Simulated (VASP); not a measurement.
A run of VASP 6.6.1:

The input POSCAR:

```
Si
1.0
    0.0000000000      2.6945981931      2.6945981931
    2.6945981931      0.0000000000      2.6945981931
    2.6945981931      2.6945981931      0.0000000000
Si
2
Direct
    0.7500000000      0.7500000000      0.7500000000
    0.5000000000      0.5000000000      0.5000000000
```

File INCAR.step1:

```
PREC     = Accurate       # precision mode
ENCUT    = 520            # plane-wave cutoff, eV
ISMEAR   = 0              # smearing method
SIGMA    = 0.02           # smearing width, eV
LREAL    = False          # projectors in reciprocal space
LASPH    = True           # aspherical terms in the spheres
NELM     = 60             # most SCF steps
NBANDS   = 11             # bands
GGA      = PE             # functional
ALGO     = Normal         # electronic algorithm
EDIFF    = 1E-4           # SCF threshold, eV
LWAVE    = True           # write WAVECAR
LCHARG   = False          # write CHGCAR
```

Contents of INCAR.step2:

```
PREC     = Accurate       # precision mode
ENCUT    = 520            # plane-wave cutoff, eV
EDIFF    = 1E-6           # SCF threshold, eV
ISMEAR   = 0              # smearing method
SIGMA    = 0.02           # smearing width, eV
LREAL    = False          # projectors in reciprocal space
LASPH    = True           # aspherical terms in the spheres
NELM     = 60             # most SCF steps
ALGO     = Normal         # electronic algorithm
ISIF     = 2              # what is computed and relaxed
LWAVE    = False          # write WAVECAR
LCHARG   = False          # write CHGCAR
METAGGA  = R2SCAN         # meta-GGA
LMIXTAU  = True         
NBANDS   = 11             # bands
ISTART   = 1
```

KPOINTS

```
regular mesh
0
Gamma
  10 10 10
```

Potentials or basis: VASP PAW PBE potentials, release 64 (Si).

The run is started by

```bash
$ cat potpaw_PBE.64/Si/POTCAR > POTCAR
$ cp INCAR.step1 INCAR
$ mpirun -np 1 vasp_std > vasp.out
$ cp INCAR.step2 INCAR
$ mpirun -np 1 vasp_std > vasp.out
```

Hardware: 1 thread of Intel(R) Xeon(R) Platinum 8375C CPU @ 2.90GHz (Ice Lake) (shared host).

Question: How long does it take, and how much memory?

Answer: Wall time 50 s on 1 thread of Intel(R) Xeon(R) Platinum 8375C CPU @ 2.90GHz (Ice Lake), on a shared host, peak memory 0.16 GiB. Counts: k points 47.
